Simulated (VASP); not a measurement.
# CuO (P4_2/mmc) in VASP: notebook, part 2 of 2

VASP 6.6.1. Earlier steps stand in the parts before.

### 5 Single point, LDA+U

This run uses another cell than the first one, of 10.42 Å³/atom.

INCAR reads:

```
ALGO = Normal
EDIFF = 1E-6
ENCUT = 520
ISIF = 2
ISMEAR = -1
LASPH = T
LCHARG = T
LDAU = T
LDAUJ = 0 0
LDAUL = 2 -1
LDAUPRINT = 1
LDAUTYPE = 2
LDAUU = 5.3 0
LELF = T
LMAXMIX = 4
LREAL = F
LVHAR = T
LWAVE = F
NBANDS = 25
NELM = 150
PREC = Accurate
SIGMA = 0.05
```

KPOINTS reads:

```
k-points
0
Gamma
  8 8 6
```

POSCAR reads:

```
CuO
1.0
    2.8642863324      0.0000000000      0.0000000000
    0.0000000000      2.8642863324      0.0000000000
    0.0000000000      0.0000000000      5.0787692632
Cu O
2 2
Direct
    0.0000000000      0.5000000000      0.0000000000
    0.5000000000      0.0000000000      0.5000000000
    0.0000000000      0.0000000000      0.2500000000
    0.0000000000      0.0000000000      0.7500000000
```

Potentials or basis: VASP PAW LDA potentials, release 64 (Cu, O).

Started as:

```
$ cat potpaw_LDA.64/Cu/POTCAR potpaw_LDA.64/O/POTCAR > POTCAR
$ mpirun -np 1 vasp_std > vasp.out
```

It took 70 s on 1 thread of Intel Xeon 8259CL, shared host; peak memory 0.18 GiB.

Results (log left out):

```yaml
Free_energy: -19.8244 eV
Pressure: -6.3 GPa
Band_gap_on_the_k_mesh: zero (bands 17 and 18 overlap by 1.32 eV)
```

Stress tensor (GPa, compression positive):
```
-5.69  0.00  0.00
 0.00 -5.69  0.00
 0.00  0.00 -7.51
```

Levels at points of the mesh, in eV from the Fermi level:
| k point | band 13 | band 14 | band 15 | band 16 | band 17 | band 18 | band 19 | band 20 | band 21 | band 22 |
| --- | --- | --- | --- | --- | --- | --- | --- | --- | --- | --- |
| (0.00, 0.00, 0.00) | -3.28 | -3.28 | -2.85 | -2.38 | 0.72 | 0.72 | 1.82 | 6.66 | 7.74 | 13.69 |
| (0.50, 0.00, 0.00) | -3.48 | -2.72 | -2.43 | -1.88 | 0.31 | 0.55 | 4.02 | 6.36 | 7.29 | 11.48 |
| (0.50, 0.50, 0.00) | -3.61 | -3.61 | -1.91 | -1.88 | -1.88 | 1.29 | 2.43 | 7.75 | 10.46 | 10.46 |
| (0.00, 0.00, 0.50) | -3.11 | -3.11 | -1.99 | -1.99 | 0.14 | 0.14 | 3.89 | 3.89 | 12.25 | 12.25 |
| (0.50, 0.00, 0.50) | -3.65 | -2.91 | -2.74 | -2.67 | -0.22 | 0.70 | 4.71 | 6.36 | 8.84 | 9.82 |
| (0.50, 0.50, 0.50) | -2.65 | -2.65 | -2.17 | -2.17 | -0.52 | -0.52 | 4.31 | 4.31 | 11.56 | 11.56 |

Eigenvalues of the final occupation matrices:
| site | spin | trace | eigenvalues |
| --- | --- | --- | --- |
| site 1 d | 1 | 4.66 | 0.81 0.94 0.96 0.96 0.98 |
| site 1 d | 2 | 4.66 | 0.81 0.94 0.96 0.96 0.98 |
| site 2 d | 1 | 4.66 | 0.81 0.94 0.96 0.96 0.98 |
| site 2 d | 2 | 4.66 | 0.81 0.94 0.96 0.96 0.98 |

Caveat: the cell stands under tension; U without spin polarisation on a metal has little footing.

### 6 Single point, PBE+U

This run uses another cell than the first one, of 11.37 Å³/atom.

INCAR reads:

```
SYSTEM = CuO
ALGO = Normal
EDIFF = 1E-7
ENCUT = 520
GGA = PE
ISIF = 2
ISMEAR = -1
LASPH = .True.
LCHARG = .True.
LDAU = .True.
LDAUJ = 0 0
LDAUL = 2 -1
LDAUPRINT = 1
LDAUTYPE = 2
LDAUU = 4.5 0
LELF = .True.
LMAXMIX = 4
LREAL = .False.
LVHAR = .True.
LWAVE = .False.
NBANDS = 25
NELM = 150
PREC = Accurate
SIGMA = 0.05
```

KPOINTS reads:

```
k-points
0
Gamma
  8 8 6
  0 0 0
```

POSCAR reads:

```
CuO
1.0
    2.9623215493      0.0000000000      0.0000000000
    0.0000000000      2.9623215493      0.0000000000
    0.0000000000      0.0000000000      5.1838247159
Cu O
2 2
Direct
    0.0000000000      0.5000000000      0.0000000000
    0.5000000000      0.0000000000      0.5000000000
    0.0000000000      0.0000000000      0.2500000000
    0.0000000000      0.0000000000      0.7500000000
```

Potentials or basis: VASP PAW PBE potentials, release 64 (Cu, O).

Started as:

```
$ cat potpaw_PBE.64/Cu/POTCAR potpaw_PBE.64/O/POTCAR > POTCAR
$ mpirun -np 1 vasp_std > vasp.out
```

Wall time 78 s (1 thread of Intel Xeon 8259CL, shared host); peak memory 0.19 GiB.

The run converged. Its results:

```yaml
Free_energy: -16.6528 eV
Pressure: -3.7 GPa
Band_gap_on_the_k_mesh: zero (bands 17 and 18 overlap by 1.20 eV)
```

Stress tensor (GPa, compression positive):
```
-3.41  0.00  0.00
 0.00 -3.41  0.00
 0.00  0.00 -4.23
```

Levels at points of the mesh, in eV from the Fermi level:
| k point | band 14 | band 15 | band 16 | band 17 | band 18 | band 19 | band 20 | band 21 |
| --- | --- | --- | --- | --- | --- | --- | --- | --- |
| (0.00, 0.00, 0.00) | -3.03 | -2.54 | -2.07 | 0.66 | 0.66 | 1.52 | 6.50 | 7.41 |
| (0.50, 0.00, 0.00) | -2.45 | -2.20 | -1.76 | 0.27 | 0.52 | 4.25 | 6.04 | 6.78 |
| (0.50, 0.50, 0.00) | -3.24 | -1.78 | -1.75 | -1.75 | 1.16 | 2.73 | 7.72 | 10.07 |
| (0.00, 0.00, 0.50) | -2.80 | -1.86 | -1.86 | 0.16 | 0.16 | 3.61 | 3.61 | 11.93 |
| (0.50, 0.00, 0.50) | -2.64 | -2.49 | -2.47 | -0.29 | 0.64 | 4.78 | 6.06 | 8.61 |
| (0.50, 0.50, 0.50) | -2.37 | -2.00 | -2.00 | -0.53 | -0.53 | 4.48 | 4.48 | 10.72 |

Eigenvalues of the final occupation matrices:
| site | spin | trace | eigenvalues |
| --- | --- | --- | --- |
| site 1 d | 1 | 4.63 | 0.79 0.94 0.96 0.96 0.97 |
| site 1 d | 2 | 4.63 | 0.79 0.94 0.96 0.96 0.97 |
| site 2 d | 1 | 4.63 | 0.79 0.94 0.96 0.96 0.97 |
| site 2 d | 2 | 4.63 | 0.79 0.94 0.96 0.96 0.97 |

Caveat: the cell stands under tension; U without spin polarisation on a metal has little footing.

### 7 Overview

```tsv
level	potentials or basis	U	cell	gap on the mesh (eV)	pressure (GPa)
LDA+U	VASP PAW LDA potentials, release 64 (Cu, O)	Cu d U = 4.5 eV	a = 2.862, b = 2.862, c = 5.074 Å, 4 atoms	none	-5.2
LDA	VASP PAW LDA potentials, release 64 (Cu, O)	-	a = 3.422, b = 3.422, c = 4.260 Å, 4 atoms	none	-13.4
BLYP	VASP PAW PBE potentials, release 64 (Cu, O)	-	a = 3.422, b = 3.422, c = 4.260 Å, 4 atoms	none	2.7
LDA+U	VASP PAW LDA potentials, release 64 (Cu, O)	Cu d U = 5.3 eV	a = 2.864, b = 2.864, c = 5.079 Å, 4 atoms	none	-6.3
PBE+U	VASP PAW PBE potentials, release 64 (Cu, O)	Cu d U = 4.5 eV	a = 2.962, b = 2.962, c = 5.184 Å, 4 atoms	none	-3.7
```

Alike in all rows: task single point; no spin polarisation; k mesh 8 × 8 × 6; cutoff (eV) 520; smearing fermi-dirac 0.05 eV.

Caveats: the cell stands under tension (at least some runs); U without spin polarisation on a metal has little footing (at least some runs); semilocal functionals often make such compounds metallic where correlation or magnetic order opens a gap, which also shifts bond lengths (at least some runs); the PAW data sets were made with another functional, which shifts forces and pressure a little (at least some runs).

Total energies depend on the potentials used, so only differences within one code and one set of settings carry meaning.
